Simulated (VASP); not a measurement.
# Ti (I4/mmm) in VASP: notebook, part 2 of 2

VASP 6.6.1. The steps go on from the part before.

## Step 3: Single point, LDA (16.65 Å³/atom)

INCAR

```
  PREC = Accurate
  ENCUT = 520
  EDIFF = 1E-6
  ISMEAR = 0
  SIGMA = 0.15
  LREAL = F
  LASPH = T
  NELM = 60
  ALGO = Fast
  ISIF = 2
  LWAVE = F
  LCHARG = T
  LELF = T
  LVHAR = T
  NBANDS = 12
```

KPOINTS

```
regular mesh
0
Gamma
  22 22 22
```

POSCAR

```
Ti
1.0
    0.0000000000      2.3052342960      1.5668677510
    2.3052342960      0.0000000000      1.5668677510
    2.3052342960      2.3052342960      0.0000000000
Ti
1
Direct
    0.0000000000      0.0000000000      0.0000000000
```

Potentials or basis: VASP PAW LDA potentials, release 64 (Ti_sv).

Launch:

```
cat potpaw_LDA.64/Ti_sv/POTCAR > POTCAR
mpirun -np 1 vasp_std > vasp.out
```

OUTCAR:

```text
PREC = Accurate
   ENCUT = 520
   EDIFF = 1E-6
   ISMEAR = 0
   LREAL = F
   LASPH = T
   NELM = 60
   ISIF = 2

 ion  position               nearest neighbor table
   1  0.000  0.000  0.000-

  LATTYP: Found a body centered tetragonal cell.
 ALAT       =     3.2600936059
 C/A-ratio  =     0.9612409584

  Lattice vectors:

 A1 = (   0.0000000000,  -2.3052342960,  -1.5668677510)
 A2 = (   0.0000000000,   2.3052342960,  -1.5668677510)
 A3 = (   2.3052342960,   0.0000000000,   1.5668677510)

Analysis of symmetry for initial positions (statically):
=====================================================================
 Subroutine PRICEL returns:
 Original cell was already a primitive cell.

 Routine SETGRP: Setting up the symmetry group for a
 body centered tetragonal supercell.

 Subroutine GETGRP returns: Found 16 space group operations
 (whereof 16 operations were pure point group operations)
 out of a pool of 16 trial point group operations.

The static configuration has the point symmetry D_4h.

Analysis of symmetry for dynamics (positions and initial velocities):
=====================================================================
 Subroutine PRICEL returns:
 Original cell was already a primitive cell.

 Routine SETGRP: Setting up the symmetry group for a
 body centered tetragonal supercell.

 Subroutine GETGRP returns: Found 16 space group operations
 (whereof 16 operations were pure point group operations)
 out of a pool of 16 trial point group operations.

The dynamic configuration has the point symmetry D_4h.

 Subroutine INISYM returns: Found 16 space group operations
 (whereof 16 operations are pure point group operations),
 and found     1 'primitive' translations

----------------------------------------------------------------------------------------

                                     Primitive cell

  volume of cell :      16.6530

  direct lattice vectors                    reciprocal lattice vectors
     0.000000000  2.305234296  1.566867751    -0.216897693  0.216897693  0.319107978
     2.305234296  0.000000000  1.566867751     0.216897693 -0.216897693  0.319107978
     2.305234296  2.305234296  0.000000000     0.216897693  0.216897693 -0.319107978

  length of vectors
     2.787324830  2.787324830  3.260093606     0.442627518  0.442627518  0.442627518

  position of ions in fractional coordinates (direct lattice)
     0.000000000  0.000000000  0.000000000

  ion indices of the primitive-cell ions
   primitive index   ion index
                 1           1

----------------------------------------------------------------------------------------

 KPOINTS: regular mesh

Automatic generation of k-mesh.
 Grid dimensions read from file:
 generate k-points for:   22   22   22

 Generating k-lattice:

  Cartesian coordinates                     Fractional coordinates (reciprocal lattice)
    -0.009858986  0.009858986  0.014504908     0.045454545  0.000000000  0.000000000
     0.009858986 -0.009858986  0.014504908     0.000000000  0.045454545  0.000000000
     0.009858986  0.009858986 -0.014504908    -0.000000000 -0.000000000  0.045454545

  Length of vectors
     0.020119433  0.020119433  0.020119433

  Shift w.r.t. Gamma in fractional coordinates (k-lattice)
     0.000000000  0.000000000  0.000000000

 Subroutine IBZKPT returns following result:
 ===========================================

 Found    834 irreducible k-points:

 Following reciprocal coordinates:
            Coordinates               Weight
  0.000000  0.000000  0.000000      1.000000
  0.045455  0.000000  0.000000      8.000000
  0.090909  0.000000  0.000000      8.000000
  0.136364 -0.000000  0.000000      8.000000
  0.181818  0.000000  0.000000      8.000000
  0.227273  0.000000  0.000000      8.000000
[... 16 lines left out ...]
  0.500000  0.045455  0.000000      8.000000
 -0.454545  0.045455  0.000000      8.000000
 [... further k-points ...]
   k-points           NKPTS =    834   k-points in BZ     NKDIM =    834   number of bands    NBANDS=     12
   number of dos      NEDOS =    301   number of ions     NIONS =      1
   total plane-waves  NPLWV =  13824
   dimension x,y,z NGX =    24 NGY =   24 NGZ =   24
   dimension x,y,z NGXF=    48 NGYF=   48 NGZF=   48
   ions per type =               1
   NGX,Y,Z   is equivalent  to a cutoff of  14.31, 14.31, 12.24 a.u.
   NGXF,Y,Z  is equivalent  to a cutoff of  28.63, 28.63, 24.48 a.u.
 SYSTEM =  unknown system
   PREC   = accura    normal or accurate (medium, high low for compatibility)
   ISTART =      0    job   : 0-new  1-cont  2-samecut
   ICHARG =      2    charge: 1-file 2-atom 10-const
   ISPIN  =      1    spin polarized calculation?
   LNONCOLLINEAR =      F non collinear calculations
   LSORBIT =      F    spin-orbit coupling
   LASPH  =      T    aspherical Exc in radial PAW
   ENCUT  =  520.0 eV  38.22 Ry    6.18 a.u.   5.18  5.18  6.06*2*pi/ulx,y,z
   NELM   =     60;   NELMIN=  2; NELMDL= -5     # of ELM steps
   EDIFF  = 0.1E-05   stopping-criterion for ELM
   LREAL  =      F    real-space projection
   EDIFFG = 0.1E-04   stopping-criterion for IOM
   NSW    =      0    number of steps for IOM
   IBRION =     -1    ionic relax: 0-MD 1-quasi-New 2-CG
   NFREE  =      0    steps in history (QN), initial steepest desc. (CG)
   ISIF   =      2    stress and relaxation
   ISYM   =      2    0-nonsym 1-usesym 2-fastsym
   POTIM  = 0.5000    time-step for ionic-motion
   TEBEG  =    0.0;   TEEND  =   0.0 temperature during run
   PSTRESS=    0.0 pullay stress
   NELECT =      12.0000    total number of electrons
   NUPDOWN=      -1.0000    fix difference up-down
   EMIN   =  10.00;   EMAX   =-10.00  energy-range for DOS
   EFERMI =   0.00;   METHOD = LEGACY
   ISMEAR =     0;   SIGMA  =   0.15  broadening in eV -4-tet -1-fermi 0-gaus
   EFERMI_NEDOS =   21; number of points for ismear=-14 and -15
   IALGO  =     68    algorithm
   IMIX   =      4    mixing-type and parameters
     AMIX     =   0.40;   BMIX     =  1.00
     AMIX_MAG =   1.60;   BMIX_MAG =  1.00
  volume/ion in A,a.u.               =      16.65       112.38
  Fermi-wavevector in a.u.,A,eV,Ry     =   1.467702  2.773554 29.308961  2.154148
  Thomas-Fermi vector in A             =   2.583288
   LORBIT       =      0    0 simple, 1 ext, 2 COOP (PROOUT), +10 PAW based schemes
   GGA     = CA    functional components
   LHFCALC =     F    Hartree Fock is set to
   AEXX    =    0.0000 exact exchange contribution
   IVDW    =     0    specifies the selected vdW correction
   LEPSILON=     F    determine dielectric tensor
   LRPA    =     F    only Hartree local field effects (RPA)
 non-spin polarized calculation
 RMM-DIIS sequential band-by-band and
 Gauss-broadening in eV      SIGMA  =   0.15
  energy-cutoff  :      520.00
  volume of cell :       16.65
 maximum number of plane-waves:       462
 NGX is ok and might be reduce to    24
   NGX = 11   NGY = 11   NGZ = 13

 number of electron      12.0000000 magnetization

 Free energy of the ion-electron system (eV)
  ---------------------------------------------------
  ext. energy  EPLUGINS =         0.00000000
  ---------------------------------------------------
  free energy    TOTEN  =        -8.45995812 eV

  energy without entropy =       -8.43548550  energy(sigma->0) =       -8.44772181

 E-fermi :   8.2919     XC(G=0): -11.9825

 val. band max:        8.2905640852   @ k =  -0.2273   0.0000   0.0909
 cond. band min:       8.2923062581   @ k =   0.3636   0.0909   0.1818
 fundamental gap:      0.0017421729
 Fermi energy:         8.2918583629

 k-point     1 :       0.0000    0.0000    0.0000
  band No.  band energies     occupation
      1     -47.4684      2.00000
      2     -23.6399      2.00000
      3     -23.6389      2.00000
      4     -23.6389      2.00000
      5       2.3309      2.00000
      6       9.0781      0.00000
      7       9.3805      0.00000
      8       9.3805      0.00000
      9      10.9509      0.00000
     10      11.3068      0.00000
     11      25.8454      0.00000
     12      25.8454      0.00000
[... 331 lines left out ...]
 k-point    24 :      -0.4545    0.0455    0.0000
  band No.  band energies     occupation
      1     -47.3026      2.00000
      2     -24.4118      2.00000
      3     -23.8954      2.00000
      4     -23.6663      2.00000
      5       5.7725      2.00000
      6       7.7893      2.00000
      7       9.3905      0.00000
      8      11.1153      0.00000
      9      11.7868      0.00000
     10      12.6848      0.00000
     11      17.9396      0.00000
     12      22.1051      0.00000

 [... further k-points ...]

------------------------ aborting loop because EDIFF is reached ----------------------------------------

  FORCE on cell =-STRESS in cart. coord.  units (eV):
  Direction    XX          YY          ZZ          XY          YZ          ZX
  --------------------------------------------------------------------------------------
  -------------------------------------------------------------------------------------
  Total       -0.5381205     -0.5381205     -0.6398491      0.0000000      0.0000000     -0.0000000
  in kB      -51.7723184    -51.7723184    -61.5595866      0.0000000      0.0000000     -0.0000000
  external PRESSURE =     -55.0347411 kB  Pullay stress =       0.0000000 kB

 VOLUME and BASIS-vectors are now :
 -----------------------------------------------------------------------------
  energy-cutoff  :      520.00
  volume of cell :       16.65
      direct lattice vectors                 reciprocal lattice vectors
     0.000000000  2.305234296  1.566867751    -0.216897693  0.216897693  0.319107978
     2.305234296  0.000000000  1.566867751     0.216897693 -0.216897693  0.319107978
     2.305234296  2.305234296  0.000000000     0.216897693  0.216897693 -0.319107978

 POSITION                                       TOTAL-FORCE (eV/Angst)
 -----------------------------------------------------------------------------------
      0.00000      0.00000      0.00000         0.000000      0.000000      0.000000
 -----------------------------------------------------------------------------------
    total drift:                               -0.000000      0.000000      0.000000

  FREE ENERGIE OF THE ION-ELECTRON SYSTEM (eV)
  ---------------------------------------------------
  free  energy   TOTEN  =        -8.4599581182 eV

  energy  without entropy=       -8.4354855028  energy(sigma->0) =       -8.44772181
```

OSZICAR:

```text
N       E                     dE             d eps       ncg     rms          rms(c)
DAV:   1     0.860893528037E+02    0.86089E+02   -0.65647E+03 20032   0.121E+03
DAV:   2    -0.516590527025E+01   -0.91255E+02   -0.88807E+02 20444   0.296E+02
DAV:   3    -0.935956360699E+01   -0.41937E+01   -0.41453E+01 27888   0.642E+01
[... 12 lines left out ...]
RMM:  16    -0.845995076528E+01   -0.77040E-05   -0.70915E-05 24367   0.401E-02    0.758E-03
RMM:  17    -0.845995378363E+01   -0.30184E-05   -0.31991E-05 21466   0.241E-02    0.112E-03
RMM:  18    -0.845995621284E+01   -0.24292E-05   -0.23879E-05 19494   0.163E-02    0.334E-03
RMM:  19    -0.845995745204E+01   -0.12392E-05   -0.12125E-05 16912   0.108E-02    0.393E-03
RMM:  20    -0.845995811819E+01   -0.66615E-06   -0.69670E-06 15234   0.815E-03
   1 F= -.84599581E+01 E0= -.84477218E+01  d E =-.244726E-01
```

stdout:

```text
POSCAR found type information on POSCAR Ti
 POSCAR found :  1 types and       1 ions
 scaLAPACK will be used
 LDA part: xc-table for (Slater(with rela. corr.)+CA(PZ))
 , standard interpolation
 POSCAR, INCAR and KPOINTS ok, starting setup
 FFT: planning ... GRIDC
 FFT: planning ... GRID_SOFT
 FFT: planning ... GRID
 WAVECAR not read
 entering main loop
WARNING in EDDRMM: call to ZHEGV failed, returncode =   6  3     11
WARNING in EDDRMM: call to ZHEGV failed, returncode =   6  3      6
WARNING in EDDRMM: call to ZHEGV failed, returncode =   8  4     10
WARNING in EDDRMM: call to ZHEGV failed, returncode =   6  3      8
WARNING in EDDRMM: call to ZHEGV failed, returncode =   6  3      8
WARNING in EDDRMM: call to ZHEGV failed, returncode =   6  3      8
WARNING in EDDRMM: call to ZHEGV failed, returncode =   6  3      8
WARNING in EDDRMM: call to ZHEGV failed, returncode =   6  3      9
WARNING in EDDRMM: call to ZHEGV failed, returncode =   6  3      6
WARNING in EDDRMM: call to ZHEGV failed, returncode =   6  3      7
WARNING in EDDRMM: call to ZHEGV failed, returncode =   6  3     12
WARNING in EDDRMM: call to ZHEGV failed, returncode =   8  4     12
WARNING in EDDRMM: call to ZHEGV failed, returncode =   8  4      5
WARNING in EDDRMM: call to ZHEGV failed, returncode =   6  3      8
```

Wall time 1.8 min (1 thread of Intel Xeon Platinum 8559C (Emerald Rapids), shared host); peak memory 0.26 GiB.

Results:

```yaml
Free_energy: -8.4600 eV
Pressure: -5.5 GPa
Band_gap_on_the_k_mesh: zero (bands 6 and 7 overlap by 1.65 eV)
```

Levels at points of the mesh, in eV from the Fermi level:
```tsv
k point	band 4	band 5	band 6	band 7	band 8	band 9
(0.00, 0.00, 0.00)	-31.93	-5.96	0.79	1.09	1.09	2.66
(0.50, 0.00, 0.00)	-31.95	-2.56	-0.59	1.47	2.88	3.34
(0.50, 0.50, 0.00)	-32.43	-2.31	-2.20	4.09	4.09	4.17
(0.50, 0.00, 0.50)	-31.92	-2.55	-0.23	1.19	2.61	3.11
```

Caveat: the cell stands under tension.
